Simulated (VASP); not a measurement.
Crystal: Li2LuSe2Cl.

```
CELL_PARAMETERS angstrom
4.82954 0.00000 0.00000
0.00000 4.82954 0.00000
0.00000 0.00000 3.49111
ATOMIC_POSITIONS crystal
Li 0.00000 0.50000 0.50000
Li 0.50000 0.00000 0.50000
Lu 0.50000 0.50000 0.50000
Se 0.00000 0.00000 0.50000
Se 0.00000 0.00000 0.00000
Cl 0.50000 0.50000 0.00000
```

The cell was built from a structure type or drawn by symmetry, and may not be a known phase.

| Item | Value |
| --- | --- |
| Program | VASP 6.6.1 |
| Task | relaxation of cell and atoms |
| Functional | PBE |
| Potentials or basis | VASP PAW PBE potentials, release 64 (Li_sv, Lu, Se, Cl) |
| Cutoff | 600 eV |
| k mesh | 4 × 4 × 6 |
| Occupations | gaussian, width 0.1 eV |
| Spin | no spin polarisation |

At the start: pressure 158.0 GPa; volume 13.57 Å³/atom.

Task: Where does the relaxation end?

Result: Over 15 steps the energy falls by 5504.2 meV/atom and the volume is 28.06 Å³/atom (+106.8 %); space group P4/mmm (No. 123, to 0.1 Å) before and after.

The path:
```tsv
step	energy change (eV)	largest force (eV/Å)	pressure (GPa)	volume (Å³)
1	0.0000	0.0000	157.96	81.43
2	-9.5914	0.0000	-23.12	269.08
3	-29.3842	0.0000	-1.09	157.91
4	-30.0165	0.0000	-0.28	151.42
5	-30.9089	0.0000	18.70	115.17
6	-31.5095	0.0000	3.75	134.32
7	-31.6099	0.0000	11.91	121.50
8	-31.7554	0.0000	7.36	127.30
9	-31.7574	0.0000	7.99	126.34
10	-32.7156	0.0000	3.35	144.34
11	-32.9897	0.0000	1.21	159.09
12	-33.0198	0.0000	0.57	165.43
13	-33.0210	0.0000	0.44	167.03
14	-33.0228	0.0000	-0.31	169.37
15	-33.0251	0.0000	0.00	168.36
```

Final structure:
```xyz
6
Lattice="5.7141 0.0000 0.0000 0.0000 5.7141 0.0000 0.0000 0.0000 5.1566" Properties=species:S:1:pos:R:3 pbc="T T T"
Li    0.0000    2.8570    2.5783
Li    2.8570    0.0000    2.5783
Lu    2.8570    2.8570    2.5783
Se    0.0000    0.0000    2.5783
Se    0.0000    0.0000    0.0000
Cl    2.8570    2.8570    0.0000
```

Caveat: the cutoff is under 1.25 times the usual one of these potentials, so pressure, stress and relaxed cells hold a basis-set (Pulay) error; the volume moved by over 15 % at a fixed basis, so the end points are rough.
